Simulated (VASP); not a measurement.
# Ir (Fm-3m) in VASP: a series of runs

The runs below take Ir through single point, with PBEsol.

All numbers are computed with VASP 6.6.1; they aren't measurements. Logs are shortened: lines on timing, memory, paths and dates and some standing lists are left out, and cuts for length are marked.

### 1 The cell of the first run

The structure is cubic, space group Fm-3m (No. 225). The conventional cell has a = 3.840 Å, b = 3.840 Å, c = 3.840 Å, α = 90.00°, β = 90.00°, γ = 90.00°. Within 3.6 Å of Ir (site symmetry m-3m) lie 12 Ir at 2.72 Å.

### 2 Single point, PBEsol

Input file INCAR:

```
PREC = Accurate
ENCUT = 520
EDIFF = 1E-6
ISMEAR = 0
SIGMA = 0.05
LREAL = False
LASPH = True
NELM = 100
ALGO = Fast
ISIF = 2
LWAVE = False
LCHARG = False
GGA = PS
NBANDS = 10
```

Input file KPOINTS:

```
Automatic mesh
0
Gamma
  16 16 16
```

Input file POSCAR:

```
Ir
1.0
    0.0000000000      1.9200000000      1.9200000000
    1.9200000000      0.0000000000      1.9200000000
    1.9200000000      1.9200000000      0.0000000000
Ir
1
Direct
    0.0000000000      0.0000000000      0.0000000000
```

Potentials or basis: VASP PAW PBE potentials, release 64 (Ir).

Launch:

```console
cat potpaw_PBE.64/Ir/POTCAR > POTCAR
mpirun -np 1 vasp_std > vasp.out
```

OUTCAR:

```text
PREC = Accurate
   ENCUT = 520
   EDIFF = 1E-6
   ISMEAR = 0
   LREAL = False
   LASPH = True
   NELM = 100
   ISIF = 2
   GGA = PS

 ion  position               nearest neighbor table
   1  0.000  0.000  0.000-

  LATTYP: Found a face centered cubic cell.
 ALAT       =     3.8400000000

  Lattice vectors:

 A1 = (   0.0000000000,   1.9200000000,   1.9200000000)
 A2 = (   1.9200000000,   0.0000000000,   1.9200000000)
 A3 = (   1.9200000000,   1.9200000000,   0.0000000000)

Analysis of symmetry for initial positions (statically):
=====================================================================
 Subroutine PRICEL returns:
 Original cell was already a primitive cell.

 Routine SETGRP: Setting up the symmetry group for a
 face centered cubic supercell.

 Subroutine GETGRP returns: Found 48 space group operations
 (whereof 48 operations were pure point group operations)
 out of a pool of 48 trial point group operations.

The static configuration has the point symmetry O_h .

Analysis of symmetry for dynamics (positions and initial velocities):
=====================================================================
 Subroutine PRICEL returns:
 Original cell was already a primitive cell.

 Routine SETGRP: Setting up the symmetry group for a
 face centered cubic supercell.

 Subroutine GETGRP returns: Found 48 space group operations
 (whereof 48 operations were pure point group operations)
 out of a pool of 48 trial point group operations.

The dynamic configuration has the point symmetry O_h .

 Subroutine INISYM returns: Found 48 space group operations
 (whereof 48 operations are pure point group operations),
 and found     1 'primitive' translations

----------------------------------------------------------------------------------------

                                     Primitive cell

  volume of cell :      14.1558

  direct lattice vectors                    reciprocal lattice vectors
     0.000000000  1.920000000  1.920000000    -0.260416667  0.260416667  0.260416667
     1.920000000  0.000000000  1.920000000     0.260416667 -0.260416667  0.260416667
     1.920000000  1.920000000  0.000000000     0.260416667  0.260416667 -0.260416667

  length of vectors
     2.715290040  2.715290040  2.715290040     0.451054898  0.451054898  0.451054898

  position of ions in fractional coordinates (direct lattice)
     0.000000000  0.000000000  0.000000000

  ion indices of the primitive-cell ions
   primitive index   ion index
                 1           1

----------------------------------------------------------------------------------------

 KPOINTS: Automatic mesh

Automatic generation of k-mesh.
 Grid dimensions read from file:
 generate k-points for:   16   16   16

 Generating k-lattice:

  Cartesian coordinates                     Fractional coordinates (reciprocal lattice)
    -0.016276042  0.016276042  0.016276042     0.062500000  0.000000000  0.000000000
     0.016276042 -0.016276042  0.016276042     0.000000000  0.062500000  0.000000000
     0.016276042  0.016276042 -0.016276042     0.000000000  0.000000000  0.062500000

  Length of vectors
     0.028190931  0.028190931  0.028190931

  Shift w.r.t. Gamma in fractional coordinates (k-lattice)
     0.000000000  0.000000000  0.000000000

 Subroutine IBZKPT returns following result:
 ===========================================

 Found    145 irreducible k-points:

 Following reciprocal coordinates:
            Coordinates               Weight
  0.000000  0.000000  0.000000      1.000000
  0.062500  0.000000  0.000000      8.000000
  0.125000  0.000000  0.000000      8.000000
  0.187500  0.000000  0.000000      8.000000
  0.250000  0.000000  0.000000      8.000000
  0.312500  0.000000  0.000000      8.000000
[... 16 lines left out ...]
 -0.125000  0.062500  0.000000     24.000000
 -0.062500  0.062500  0.000000     12.000000
 [... further k-points ...]
   k-points           NKPTS =    145   k-points in BZ     NKDIM =    145   number of bands    NBANDS=     10
   number of dos      NEDOS =    301   number of ions     NIONS =      1
   total plane-waves  NPLWV =   8000
   dimension x,y,z NGX =    20 NGY =   20 NGZ =   20
   dimension x,y,z NGXF=    40 NGYF=   40 NGZF=   40
   ions per type =               1
   NGX,Y,Z   is equivalent  to a cutoff of  12.25, 12.25, 12.25 a.u.
   NGXF,Y,Z  is equivalent  to a cutoff of  24.49, 24.49, 24.49 a.u.
 SYSTEM =  unknown system
   PREC   = accura    normal or accurate (medium, high low for compatibility)
   ISTART =      0    job   : 0-new  1-cont  2-samecut
   ICHARG =      2    charge: 1-file 2-atom 10-const
   ISPIN  =      1    spin polarized calculation?
   LNONCOLLINEAR =      F non collinear calculations
   LSORBIT =      F    spin-orbit coupling
   LASPH  =      T    aspherical Exc in radial PAW
   ENCUT  =  520.0 eV  38.22 Ry    6.18 a.u.   5.05  5.05  5.05*2*pi/ulx,y,z
   NELM   =    100;   NELMIN=  2; NELMDL= -5     # of ELM steps
   EDIFF  = 0.1E-05   stopping-criterion for ELM
   LREAL  =      F    real-space projection
   EDIFFG = 0.1E-04   stopping-criterion for IOM
   NSW    =      0    number of steps for IOM
   IBRION =     -1    ionic relax: 0-MD 1-quasi-New 2-CG
   NFREE  =      0    steps in history (QN), initial steepest desc. (CG)
   ISIF   =      2    stress and relaxation
   ISYM   =      2    0-nonsym 1-usesym 2-fastsym
   POTIM  = 0.5000    time-step for ionic-motion
   TEBEG  =    0.0;   TEEND  =   0.0 temperature during run
   PSTRESS=    0.0 pullay stress
   NELECT =       9.0000    total number of electrons
   NUPDOWN=      -1.0000    fix difference up-down
   EMIN   =  10.00;   EMAX   =-10.00  energy-range for DOS
   EFERMI =   0.00;   METHOD = LEGACY
   ISMEAR =     0;   SIGMA  =   0.05  broadening in eV -4-tet -1-fermi 0-gaus
   EFERMI_NEDOS =   21; number of points for ismear=-14 and -15
   IALGO  =     68    algorithm
   IMIX   =      4    mixing-type and parameters
     AMIX     =   0.40;   BMIX     =  1.00
     AMIX_MAG =   1.60;   BMIX_MAG =  1.00
  volume/ion in A,a.u.               =      14.16        95.53
  Fermi-wavevector in a.u.,A,eV,Ry     =   1.407703  2.660173 26.961691  1.981628
  Thomas-Fermi vector in A             =   2.529935
   LORBIT       =      0    0 simple, 1 ext, 2 COOP (PROOUT), +10 PAW based schemes
   GGA     = PS    functional components
   LHFCALC =     F    Hartree Fock is set to
   AEXX    =    0.0000 exact exchange contribution
   IVDW    =     0    specifies the selected vdW correction
   LEPSILON=     F    determine dielectric tensor
   LRPA    =     F    only Hartree local field effects (RPA)
 non-spin polarized calculation
 RMM-DIIS sequential band-by-band and
 Gauss-broadening in eV      SIGMA  =   0.05
  energy-cutoff  :      520.00
  volume of cell :       14.16
 maximum number of plane-waves:       392
   NGX =  9   NGY =  9   NGZ =  9

 number of electron       9.0000000 magnetization

 Free energy of the ion-electron system (eV)
  ---------------------------------------------------
  ext. energy  EPLUGINS =         0.00000000
  ---------------------------------------------------
  free energy    TOTEN  =        -9.80994174 eV

  energy without entropy =       -9.80820509  energy(sigma->0) =       -9.80907342

 E-fermi :  10.2312     XC(G=0): -14.0968

 val. band max:       10.2066152150   @ k =   0.5000   0.3750   0.0000
 cond. band min:      10.2328116349   @ k =   0.3750   0.0625   0.0000
 fundamental gap:      0.0261964198
 Fermi energy:        10.2312481174

 k-point     1 :       0.0000    0.0000    0.0000
  band No.  band energies     occupation
      1      -0.9490      2.00000
      2       6.3419      2.00000
      3       6.3419      2.00000
      4       6.3419      2.00000
      5       9.0571      2.00000
      6       9.0571      2.00000
      7      24.5528      0.00000
      8      30.1244      0.00000
      9      30.1244      0.00000
     10      30.1244      0.00000

 k-point     2 :       0.0625    0.0000    0.0000
  band No.  band energies     occupation
      1      -0.7752      2.00000
      2       6.2486      2.00000
      3       6.4174      2.00000
      4       6.4174      2.00000
      5       9.0081      2.00000
      6       9.0081      2.00000
      7      24.8538      0.00000
      8      29.2084      0.00000
      9      30.4106      0.00000
     10      30.4106      0.00000

 k-point     3 :       0.1250    0.0000    0.0000
  band No.  band energies     occupation
      1      -0.2768      2.00000
      2       6.0198      2.00000
      3       6.6069      2.00000
      4       6.6069      2.00000
      5       8.9128      2.00000
      6       8.9128      2.00000
      7      25.6558      0.00000
      8      27.5245      0.00000
      9      31.2355      0.00000
     10      31.2355      0.00000

 k-point     4 :       0.1875    0.0000    0.0000
  band No.  band energies     occupation
      1       0.4646      2.00000
      2       5.7989      2.00000
      3       6.7839      2.00000
      4       6.7839      2.00000
      5       8.9282      2.00000
      6       8.9282      2.00000
      7      25.6957      0.00000
      8      26.7092      0.00000
      9      32.4964      0.00000
     10      32.4964      0.00000
[... 222 lines left out ...]
 k-point    22 :      -0.1875    0.0625    0.0000
  band No.  band energies     occupation
      1       0.8826      2.00000
      2       5.6313      2.00000
      3       6.8383      2.00000
      4       6.9223      2.00000
      5       8.5598      2.00000
      6       9.4405      2.00000
      7      25.2753      0.00000
      8      27.1235      0.00000
      9      31.6065      0.00000
     10      33.9957      0.00000

 k-point    23 :      -0.1250    0.0625    0.0000
  band No.  band energies     occupation
      1       0.0954      2.00000
      2       5.8207      2.00000
      3       6.7464      2.00000
      4       6.7675      2.00000
      5       8.5800      2.00000
      6       9.1694      2.00000
      7      26.2174      0.00000
      8      26.9556      0.00000
      9      30.7508      0.00000
     10      32.3700      0.00000

 k-point    24 :      -0.0625    0.0625    0.0000
  band No.  band energies     occupation
      1      -0.4921      2.00000
      2       6.0804      2.00000
      3       6.5227      2.00000
      4       6.5753      2.00000
      5       8.7984      2.00000
      6       9.0828      2.00000
      7      25.3301      0.00000
      8      28.3845      0.00000
      9      30.2963      0.00000
     10      31.1469      0.00000

 [... further k-points ...]
[... 5 lines left out ...]
  --------------------------------------------------------------------------------------
  -------------------------------------------------------------------------------------
  Total       -0.1721848     -0.1721848     -0.1721848      0.0000000      0.0000000      0.0000000
  in kB      -19.4882039    -19.4882039    -19.4882039      0.0000000      0.0000000      0.0000000
  external PRESSURE =     -19.4882039 kB  Pullay stress =       0.0000000 kB

 VOLUME and BASIS-vectors are now :
 -----------------------------------------------------------------------------
  energy-cutoff  :      520.00
  volume of cell :       14.16
      direct lattice vectors                 reciprocal lattice vectors
     0.000000000  1.920000000  1.920000000    -0.260416667  0.260416667  0.260416667
     1.920000000  0.000000000  1.920000000     0.260416667 -0.260416667  0.260416667
     1.920000000  1.920000000  0.000000000     0.260416667  0.260416667 -0.260416667

 POSITION                                       TOTAL-FORCE (eV/Angst)
 -----------------------------------------------------------------------------------
      0.00000      0.00000      0.00000        -0.000000      0.000000     -0.000000
 -----------------------------------------------------------------------------------
    total drift:                                0.000000      0.000000      0.000000

  FREE ENERGIE OF THE ION-ELECTRON SYSTEM (eV)
  ---------------------------------------------------
  free  energy   TOTEN  =        -9.8099417416 eV

  energy  without entropy=       -9.8082050887  energy(sigma->0) =       -9.80907342
```

Wall time 11 s (1 thread of Intel Xeon 6975P-C, shared host); peak memory 0.14 GiB.

Results:

```
Free energy : -9.8099 eV
Pressure    : -1.9 GPa
```

Caveat: the PAW data sets were made with another functional, which shifts forces and pressure a little; spin-orbit coupling is left out, which moves the levels of the heavy elements.

### 3 Single point, PBEsol

This run uses another cell than the first one, of 14.06 Å³/atom, 0.993 times its volume.

Input file INCAR:

```
SYSTEM = Ir
PREC = Accurate
ENCUT = 520
EDIFF = 1E-6
ISMEAR = 0
SIGMA = 0.05
LREAL = .FALSE.
LASPH = .TRUE.
NELM = 100
ALGO = Normal
ISIF = 2
LWAVE = .FALSE.
LCHARG = .FALSE.
GGA = PS
NBANDS = 10
```

Input file KPOINTS:

```
Automatic mesh
0
G
  16 16 16
  0 0 0
```

Input file POSCAR:

```
Ir
1.0
    0.0000000000      1.9155617481      1.9155617481
    1.9155617481      0.0000000000      1.9155617481
    1.9155617481      1.9155617481      0.0000000000
Ir
1
Direct
    0.0000000000      0.0000000000      0.0000000000
```

Potentials or basis: VASP PAW PBE potentials, release 64 (Ir).

Launch:

```console
cat potpaw_PBE.64/Ir/POTCAR > POTCAR
mpirun -np 1 vasp_std > vasp.out
```

Run time: 7.5 s. Hardware: 1 thread of Intel Xeon 6975P-C, shared host; peak memory 0.14 GiB.

It converged, with:

```yaml
Free_energy: -9.8101 eV
Pressure: 1.0 GPa
```

Levels at points of the mesh, in eV from the Fermi level:
| k point | band 1 | band 2 | band 3 | band 4 | band 5 | band 6 | band 7 | band 8 |
| --- | --- | --- | --- | --- | --- | --- | --- | --- |
| (0.00, 0.00, 0.00) | -11.25 | -3.93 | -3.93 | -3.93 | -1.19 | -1.19 | 14.31 | 19.92 |
| (0.50, 0.00, 0.00) | -8.20 | -4.03 | -4.03 | -0.83 | 0.93 | 0.93 | 7.30 | 13.84 |
| (0.50, 0.50, 0.00) | -8.01 | -7.43 | 0.91 | 1.51 | 1.51 | 1.65 | 10.56 | 11.70 |

Caveat: the PAW data sets were made with another functional, which shifts forces and pressure a little; spin-orbit coupling is left out, which moves the levels of the heavy elements.
